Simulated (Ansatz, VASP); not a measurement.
**One calculation of C, two programs**

```
C
1.0
     0.00000    1.82918    1.74303
     1.82918    0.00000    1.74303
     1.82918    1.82918    0.00000
C
2
Direct
  0.50000 0.50000 0.50000
  0.75000 0.75000 0.75000
```

Alike in both runs: task single point; functional PBE; k mesh 12 × 12 × 12; occupations gaussian, width 0.05 eV; no spin polarisation.

```csv
,VASP,Ansatz
version,VASP 6.6.1,Ansatz 0.2.0
potentials or method,"VASP PAW PBE potentials, release 64 (C), cutoff 520 eV","scalar-relativistic, plane waves, PAW"
valence electrons in the cell,8,8
```

```csv
,VASP,Ansatz,Ansatz less VASP
gap on the k mesh at the Fermi level (eV),2.92,2.92,+0.008
least direct gap on the mesh (eV),4.69,4.70,+0.004
pressure (GPa),-9.2,-9.7,-0.53
"traceless stress, the component that is largest in VASP (GPa)",27.58,27.58,0.000
```

The functional is the same, so the differences come from potentials, cutoffs and numerics.
